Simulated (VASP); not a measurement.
Here is a VASP 6.6.1 calculation.

The input INCAR:

```
SYSTEM = Fe
ALGO = Normal
EDIFF = 1E-6
ENCUT = 520
GGA = PE
ISIF = 2
ISMEAR = -1
ISPIN = 2
LASPH = .TRUE.
LCHARG = .FALSE.
LMAXMIX = 4
LORBIT = 11
LREAL = .FALSE.
LWAVE = .FALSE.
MAGMOM = 3 3 3 3
NBANDS = 28
NELM = 150
PREC = Accurate
SIGMA = 0.08
```

Contents of KPOINTS:

```
k-points
0
G
  5 5 9
  0 0 0
```

File POSCAR:

```
Fe
1.0
   -2.8860000000      2.8860000000      2.8860000000
    2.8860000000     -2.8860000000      2.8860000000
    1.4430000000      1.4430000000     -1.4430000000
Fe
4
Direct
   -0.0059871795     -0.0071651074      0.0038617464
   -0.0039060984      0.5000415800      0.0020138600
    0.5022775468      0.0098400901      0.0072567568
    0.5076157311      0.4972834373     -0.0131323631
```

Potentials or basis: VASP PAW PBE potentials, release 64 (Fe).

Command:

```bash
$ cat potpaw_PBE.64/Fe/POTCAR > POTCAR
$ mpirun -np 1 vasp_std > vasp.out
```

Task: What does it give for the site moments?

Result: Fe +2.27, +2.26 (each value once) μB.

Task: Estimate the largest force.

Result: 0.667 eV/Å.

Task: Estimate the pressure.

Result: -9.2 GPa.

Task: What does it give for the net moment?

Result: 9.01 μB per cell.

Forces on the atoms (eV/Å):
```
Fe   0.097 -0.077  0.353
Fe  -0.221  0.348  0.241
Fe  -0.364  0.093 -0.323
Fe   0.489 -0.365 -0.271
```

Caveat: the cell stands under tension.
